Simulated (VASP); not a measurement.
# YbTe5Pd (P4/mmm) in VASP: single point with PBE

Aim: the single point of YbTe5Pd with PBE.

Program: VASP 6.6.1. These are calculated values, not measurements. Logs are shortened: lines on timing, memory, paths and dates and some standing lists are left out, and cuts for length are marked.

## 1. The cell of the first run

Symmetry: P4/mmm, No. 123, tetragonal system. The conventional cell has a = 4.948 Å, b = 4.948 Å, c = 8.014 Å, α = 90.00°, β = 90.00°, γ = 90.00°. Within 4.5 Å of Te (site symmetry 4/mmm) lie 8 Te at 3.45 Å and 4 Yb at 3.50 Å. Te (site symmetry 2mm) has 2 Pd at 2.94 Å and 7 Te at 3.19 to 3.50 Å and 2 Yb at 3.45 Å within 3.9 Å. Yb (site symmetry 4/mmm) has 12 Te at 3.45 to 3.50 Å and 2 Pd at 4.01 Å within 4.5 Å. Within 4.1 Å of Pd (site symmetry 4/mmm) lie 8 Te at 2.94 Å and 2 Yb at 4.01 Å.

## 2. Single point, PBE, collinear spin, zero start

POSCAR reads:

```
YbTe5Pd
1.0
    4.9483194200      0.0000000000      0.0000000000
    0.0000000000      4.9483194200      0.0000000000
    0.0000000000      0.0000000000      8.0138833300
Te Yb Pd
5 1 1
Direct
    0.5000000000      0.5000000000      0.0000000000
    0.5000000000      0.0000000000      0.3007800000
    0.0000000000      0.5000000000      0.3007800000
    0.5000000000      0.0000000000      0.6992200000
    0.0000000000      0.5000000000      0.6992200000
    0.0000000000      0.0000000000      0.0000000000
    0.0000000000      0.0000000000      0.5000000000
```

INCAR.step1 reads:

```
SYSTEM = YbTe5Pd
PREC = Accurate
ENCUT = 520
EDIFF = 1E-7
ISMEAR = -1
SIGMA = 0.1
LREAL = .False.
LASPH = .True.
NELM = 150
ALGO = Normal
ISIF = 2
LWAVE = .False.
LCHARG = .True.
ISPIN = 2
MAGMOM = 0 0 0 0 0 0 0
LMAXMIX = 6
GGA = PE
NBANDS = 45
```

KPOINTS.step1 reads:

```
Automatic mesh
0
Gamma
  4 4 3
  0 0 0.5
```

INCAR.step2 reads:

```
SYSTEM = YbTe5Pd
PREC = Accurate
ENCUT = 520
EDIFF = 1E-7
ISMEAR = -5
SIGMA = 0.1
LREAL = .False.
LASPH = .True.
NELM = 150
ALGO = Normal
ISIF = 2
LWAVE = .False.
LCHARG = .False.
ISPIN = 2
MAGMOM = 0 0 0 0 0 0 0
LORBIT = 11
LMAXMIX = 6
GGA = PE
NEDOS = 1001
ICHARG = 11
```

KPOINTS.step2 reads:

```
Automatic mesh
0
Gamma
  6 6 5
  0 0 0
```

Potentials or basis: VASP PAW PBE potentials, release 64 (Te, Yb, Pd).

Command:

```bash
cat potpaw_PBE.64/Te/POTCAR potpaw_PBE.64/Yb/POTCAR potpaw_PBE.64/Pd/POTCAR > POTCAR
cp INCAR.step1 INCAR
cp KPOINTS.step1 KPOINTS
mpirun -np 1 vasp_std > vasp.out
cp INCAR.step2 INCAR
cp KPOINTS.step2 KPOINTS
mpirun -np 1 vasp_std > vasp.out
```

OUTCAR:

```text
SYSTEM = YbTe5Pd
   PREC = Accurate
   ENCUT = 520
   EDIFF = 1E-7
   ISMEAR = -5
   LREAL = .False.
   LASPH = .True.
   NELM = 150
   ISIF = 2
   ISPIN = 2
   LORBIT = 11
   GGA = PE
   ICHARG = 11

 ion  position               nearest neighbor table
   1  0.500  0.500  0.000-   2 3.45   3 3.45   4 3.45   5 3.45   2 3.45   4 3.45   3 3.45   5 3.45
                             6 3.50   6 3.50   6 3.50   6 3.50
   2  0.500  0.000  0.301-   7 2.94   7 2.94   4 3.19   1 3.45   1 3.45   6 3.45   6 3.45   3 3.50
                             3 3.50   3 3.50   3 3.50
   3  0.000  0.500  0.301-   7 2.94   7 2.94   5 3.19   1 3.45   6 3.45   6 3.45   1 3.45   2 3.50
                             2 3.50   2 3.50   2 3.50
   4  0.500  0.000  0.699-   7 2.94   7 2.94   2 3.19   1 3.45   1 3.45   6 3.45   6 3.45   5 3.50
                             5 3.50   5 3.50   5 3.50
   5  0.000  0.500  0.699-   7 2.94   7 2.94   3 3.19   1 3.45   6 3.45   6 3.45   1 3.45   4 3.50
                             4 3.50   4 3.50   4 3.50
   6  0.000  0.000  0.000-   2 3.45   3 3.45   4 3.45   5 3.45   3 3.45   5 3.45   2 3.45   4 3.45
                             1 3.50   1 3.50   1 3.50   1 3.50
   7  0.000  0.000  0.500-   2 2.94   3 2.94   4 2.94   5 2.94   3 2.94   5 2.94   2 2.94   4 2.94

  LATTYP: Found a simple tetragonal cell.
 ALAT       =     4.9483194200
 C/A-ratio  =     1.6195161730

  Lattice vectors:

 A1 = (   4.9483194200,   0.0000000000,   0.0000000000)
 A2 = (   0.0000000000,   4.9483194200,   0.0000000000)
 A3 = (   0.0000000000,   0.0000000000,   8.0138833300)

Analysis of symmetry for initial positions (statically):
=====================================================================
 Subroutine PRICEL returns:
 Original cell was already a primitive cell.

 Routine SETGRP: Setting up the symmetry group for a
 simple tetragonal supercell.

 Subroutine GETGRP returns: Found 16 space group operations
 (whereof 16 operations were pure point group operations)
 out of a pool of 16 trial point group operations.

The static configuration has the point symmetry D_4h.

Analysis of symmetry for dynamics (positions and initial velocities):
=====================================================================
 Subroutine PRICEL returns:
 Original cell was already a primitive cell.

 Routine SETGRP: Setting up the symmetry group for a
 simple tetragonal supercell.

 Subroutine GETGRP returns: Found 16 space group operations
 (whereof 16 operations were pure point group operations)
 out of a pool of 16 trial point group operations.

The dynamic configuration has the point symmetry D_4h.

Analysis of structural, dynamic, and magnetic symmetry:
=====================================================================
 Subroutine PRICEL returns:
 Original cell was already a primitive cell.

 Routine SETGRP: Setting up the symmetry group for a
 simple tetragonal supercell.

 Subroutine GETGRP returns: Found 16 space group operations
 (whereof 16 operations were pure point group operations)
 out of a pool of 16 trial point group operations.

The overall configuration has the point symmetry D_4h.

 Subroutine INISYM returns: Found 16 space group operations
 (whereof 16 operations are pure point group operations),
 and found     1 'primitive' translations

----------------------------------------------------------------------------------------

                                     Primitive cell

  volume of cell :     196.2269

  direct lattice vectors                    reciprocal lattice vectors
     4.948319420  0.000000000  0.000000000     0.202088813  0.000000000  0.000000000
     0.000000000  4.948319420  0.000000000     0.000000000  0.202088813  0.000000000
     0.000000000  0.000000000  8.013883330     0.000000000  0.000000000  0.124783449

  length of vectors
     4.948319420  4.948319420  8.013883330     0.202088813  0.202088813  0.124783449

[... 74 lines left out ...]
   k-points           NKPTS =     30   k-points in BZ     NKDIM =     30   number of bands    NBANDS=     38
   number of dos      NEDOS =   1001   number of ions     NIONS =      7
   total plane-waves  NPLWV =  96000
   dimension x,y,z NGX =    40 NGY =   40 NGZ =   60
   dimension x,y,z NGXF=    80 NGYF=   80 NGZF=  120
   ions per type =               5   1   1
   NGX,Y,Z   is equivalent  to a cutoff of  13.44, 13.44, 12.45 a.u.
   NGXF,Y,Z  is equivalent  to a cutoff of  26.88, 26.88, 24.89 a.u.
 SYSTEM =  YbTe5Pd
   PREC   = accura    normal or accurate (medium, high low for compatibility)
   ISTART =      0    job   : 0-new  1-cont  2-samecut
   ICHARG =     11    charge: 1-file 2-atom 10-const
   ISPIN  =      2    spin polarized calculation?
   LNONCOLLINEAR =      F non collinear calculations
   LSORBIT =      F    spin-orbit coupling
   LASPH  =      T    aspherical Exc in radial PAW
   ENCUT  =  520.0 eV  38.22 Ry    6.18 a.u.   9.20  9.20 14.90*2*pi/ulx,y,z
   NELM   =    150;   NELMIN=  2; NELMDL=  0     # of ELM steps
   EDIFF  = 0.1E-06   stopping-criterion for ELM
   LREAL  =      F    real-space projection
   EDIFFG = 0.1E-05   stopping-criterion for IOM
   NSW    =      0    number of steps for IOM
   IBRION =     -1    ionic relax: 0-MD 1-quasi-New 2-CG
   NFREE  =      0    steps in history (QN), initial steepest desc. (CG)
   ISIF   =      2    stress and relaxation
   ISYM   =      2    0-nonsym 1-usesym 2-fastsym
   POTIM  = 0.5000    time-step for ionic-motion
   TEBEG  =    0.0;   TEEND  =   0.0 temperature during run
   PSTRESS=    0.0 pullay stress
   NELECT =      64.0000    total number of electrons
   NUPDOWN=      -1.0000    fix difference up-down
   EMIN   =  10.00;   EMAX   =-10.00  energy-range for DOS
   EFERMI =   0.00;   METHOD = LEGACY
   ISMEAR =    -5;   SIGMA  =   0.10  broadening in eV -4-tet -1-fermi 0-gaus
   EFERMI_NEDOS =   21; number of points for ismear=-14 and -15
   IALGO  =     38    algorithm
   IMIX   =      4    mixing-type and parameters
     AMIX     =   0.40;   BMIX     =  1.00
     AMIX_MAG =   1.60;   BMIX_MAG =  1.00
  volume/ion in A,a.u.               =      28.03       189.17
  Fermi-wavevector in a.u.,A,eV,Ry     =   1.126891  2.129516 17.277819  1.269884
  Thomas-Fermi vector in A             =   2.263575
   LORBIT       =     11    0 simple, 1 ext, 2 COOP (PROOUT), +10 PAW based schemes
   GGA     = PE    functional components
   LHFCALC =     F    Hartree Fock is set to
   AEXX    =    0.0000 exact exchange contribution
   IVDW    =     0    specifies the selected vdW correction
   LEPSILON=     F    determine dielectric tensor
   LRPA    =     F    only Hartree local field effects (RPA)
 spin polarized calculation
 Fermi weights with tetrahedron method with Bloechl corrections
  energy-cutoff  :      520.00
  volume of cell :      196.23
 maximum number of plane-waves:      5312
 NGX is ok and might be reduce to    40

 number of electron      63.9999993 magnetization      -0.0000077

 Free energy of the ion-electron system (eV)
  ---------------------------------------------------
  ext. energy  EPLUGINS =         0.00000000
  ---------------------------------------------------
  free energy    TOTEN  =       -25.41128816 eV

  energy without entropy =      -25.41128816  energy(sigma->0) =      -25.41128816

 E-fermi :   6.7964     XC(G=0): -10.0325

 val. band max:        6.9646661723   @ k =   0.0000   0.0000   0.0000
 cond. band min:       6.6110933464   @ k =   0.5000   0.0000   0.0000
 fundamental gap:     -0.3535728259
 Fermi energy:         6.7963601767

 spin component 1

 k-point     1 :       0.0000    0.0000    0.0000
  band No.  band energies     occupation
      1     -45.1961      1.00000
      2     -17.5595      1.00000
      3     -17.5425      1.00000
      4     -17.5425      1.00000
      5      -6.4806      1.00000
      6      -5.0947      1.00000
[... 973 lines left out ...]
     37       9.6879      0.00000
     38      10.0170      0.00000

 [... further k-points ...]

 spin component 2

 k-point     1 :       0.0000    0.0000    0.0000
  band No.  band energies     occupation
      1     -45.1961      1.00000
      2     -17.5595      1.00000
      3     -17.5425      1.00000
      4     -17.5425      1.00000
      5      -6.4806      1.00000
      6      -5.0947      1.00000
[... 973 lines left out ...]
     37       9.6879      0.00000
     38      10.0191      0.00000

 [... further k-points ...]

------------------------ aborting loop because EDIFF is reached ----------------------------------------

  FORCE on cell =-STRESS in cart. coord.  units (eV):
  Direction    XX          YY          ZZ          XY          YZ          ZX
  --------------------------------------------------------------------------------------
  -------------------------------------------------------------------------------------
  Total      -20.0525518    -20.0525518    -13.5904881      0.0000000      0.0000000      0.0000000
  in kB     -163.7275496   -163.7275496   -110.9652940      0.0000000      0.0000000      0.0000000
  external PRESSURE =    -146.1401311 kB  Pullay stress =       0.0000000 kB

 VOLUME and BASIS-vectors are now :
 -----------------------------------------------------------------------------
  energy-cutoff  :      520.00
  volume of cell :      196.23
      direct lattice vectors                 reciprocal lattice vectors
     4.948319420  0.000000000  0.000000000     0.202088813  0.000000000  0.000000000
     0.000000000  4.948319420  0.000000000     0.000000000  0.202088813  0.000000000
     0.000000000  0.000000000  8.013883330     0.000000000  0.000000000  0.124783449

 POSITION                                       TOTAL-FORCE (eV/Angst)
 -----------------------------------------------------------------------------------
      2.47416      2.47416      0.00000        -0.000000     -0.000000     -0.000000
      2.47416      0.00000      2.41042         0.000000     -0.000000     -0.055915
      0.00000      2.47416      2.41042        -0.000000     -0.000000     -0.055915
      2.47416      0.00000      5.60347        -0.000000     -0.000000      0.055915
      0.00000      2.47416      5.60347         0.000000      0.000000      0.055915
      0.00000      0.00000      0.00000        -0.000000     -0.000000     -0.000000
      0.00000      0.00000      4.00694        -0.000000     -0.000000     -0.000000
 -----------------------------------------------------------------------------------
    total drift:                                0.000000      0.000000     -0.000000

  FREE ENERGIE OF THE ION-ELECTRON SYSTEM (eV)
  ---------------------------------------------------
  free  energy   TOTEN  =       -25.4112881639 eV

  energy  without entropy=      -25.4112881639  energy(sigma->0) =      -25.41128816

 total charge

# of ion       s       p       d       f       tot
--------------------------------------------------
    1        1.425   1.839   0.038   0.000   3.302
    2        1.434   1.798   0.043   0.000   3.275
    3        1.434   1.798   0.043   0.000   3.275
    4        1.434   1.798   0.043   0.000   3.275
    5        1.434   1.798   0.043   0.000   3.275
    6        2.104   5.965   0.292  13.692  22.053
    7        0.325   0.329   8.649   0.000   9.303
--------------------------------------------------
tot          9.589  15.323   9.153  13.692  47.757

 magnetization (x)

# of ion       s       p       d       f       tot
--------------------------------------------------
    1       -0.000  -0.000  -0.000   0.000  -0.000
    2       -0.000  -0.000  -0.000   0.000  -0.000
    3       -0.000  -0.000  -0.000   0.000  -0.000
    4       -0.000  -0.000  -0.000   0.000  -0.000
    5       -0.000  -0.000  -0.000   0.000  -0.000
    6        0.000   0.000   0.000   0.000   0.000
    7        0.000   0.000  -0.000   0.000  -0.000
--------------------------------------------------
tot         -0.000  -0.000  -0.000   0.000  -0.000
```

Wall time 17 min (1 thread of Intel Xeon Platinum 8488C (Sapphire Rapids), shared host); peak memory 0.61 GiB.

What came out:

```
Net moment                                            : 0.00 μB per cell
Valence electrons inside the program's atomic spheres : Te 3.30, 3.27 (each value once); Yb 22.05; Pd 9.30
```

Levels at points of the mesh, in eV from the Fermi level:
Spin up:
```csv
k point,band 28,band 29,band 30,band 31,band 32,band 33,band 34,band 35,band 36,band 37
"(0.00, 0.00, 0.00)",-0.54,-0.47,-0.47,0.17,0.17,0.45,0.59,0.71,0.86,0.86
"(0.50, 0.00, 0.00)",-0.54,-0.53,-0.53,-0.50,-0.42,-0.40,-0.31,-0.19,1.47,2.31
"(0.50, 0.50, 0.00)",-0.30,-0.30,-0.19,-0.19,-0.08,0.13,0.96,1.29,1.42,1.70
```
Spin down:
```
           k point  band 28  band 29  band 30  band 31  band 32  band 33  band 34  band 35  band 36  band 37
(0.00, 0.00, 0.00)    -0.54    -0.47    -0.47     0.17     0.17     0.45     0.59     0.71     0.86     0.86
(0.50, 0.00, 0.00)    -0.54    -0.53    -0.53    -0.50    -0.42    -0.40    -0.31    -0.19     1.47     2.31
(0.50, 0.50, 0.00)    -0.30    -0.30    -0.19    -0.19    -0.08     0.13     0.96     1.29     1.42     1.70
```

Caveat: spin-orbit coupling is left out, which moves the levels of the heavy elements.
